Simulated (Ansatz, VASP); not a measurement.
# One calculation of ZrB2, two programs

The input POSCAR:

```
ZrB2
1.0
    3.2117153101      0.0000000000      0.0000000000
   -1.6058576551      2.7814270483      0.0000000000
    0.0000000000      0.0000000000      3.5794921737
Zr B
1 2
Direct
    0.0000000000      0.0000000000      0.0000000000
    0.6666666667      0.3333333333      0.5000000000
    0.3333333333      0.6666666667      0.5000000000
```

Contents of INCAR.step1:

```
  PREC = Accurate
  ENCUT = 520
  ISMEAR = -1
  SIGMA = 0.05
  LREAL = F
  LASPH = T
  NELM = 80
  NBANDS = 16
  GGA = PE
  ALGO = Normal
  EDIFF = 1E-4
  LWAVE = T
  LCHARG = F
```

Contents of INCAR.step2:

```
  PREC = Accurate
  ENCUT = 520
  EDIFF = 1E-6
  ISMEAR = -1
  SIGMA = 0.05
  LREAL = F
  LASPH = T
  NELM = 80
  ALGO = Normal
  ISIF = 2
  LWAVE = F
  LCHARG = T
  METAGGA = R2SCAN
  LMIXTAU = T
  LUSE_VDW = T
  IVDW_NL = 2
  BPARAM = 11.95
  CPARAM = 0.0093
  LELF = T
  LVHAR = T
  NBANDS = 16
  ISTART = 1
```

KPOINTS

```
regular mesh
0
Gamma
  10 10 8
```

File input.yaml:

```yaml
crystal:
  lattice:
    - [3.2117153101, 0.0, 0.0]
    - [-1.6058576551, 2.7814270483, 0.0]
    - [0.0, 0.0, 3.5794921737]
  atoms:
    - { symbol: Zr, position: [0.0, 0.0, 0.0] }
    - { symbol: B, position: [0.6666666667, 0.3333333333, 0.5] }
    - { symbol: B, position: [0.3333333333, 0.6666666667, 0.5] }
hamiltonian:
  xc: r2scan
  pseudopotentials: { kind: paw }
  dispersion: rvv10
kpoints:
  mp_grid: { grid: [10, 10, 8] }
scf:
  occupations: { method: fermi_dirac, width: 0.05 }
output:
  forces: true
  stress: true
  eigenvalues: true
```

Alike in both runs: task single point; functional r2SCAN; dispersion rVV10; k mesh 10 × 10 × 8; occupations fermi-dirac, width 0.05 eV; no spin polarisation.

|  | VASP | Ansatz |
| --- | --- | --- |
| version | VASP 6.6.1 | Ansatz 0.2.0 |
| potentials or method | VASP PAW PBE potentials, release 64 (Zr_sv, B) | Ansatz PAW |
| plane-wave cutoff (eV) | 520 | 500 |
| valence electrons in the cell | 18 | 18 |

```tsv
	VASP	Ansatz	Ansatz less VASP
gap on the k mesh at the Fermi level (eV)	none	none	-
pressure (GPa)	-8.9	-9.1	-0.22
traceless stress, the component that is largest in VASP (GPa)	2.00	2.00	-0.004
```

VASP's potentials were made for PBE, not for r2SCAN. A gap of «none» marks a metal or a gap that the smearing closes.
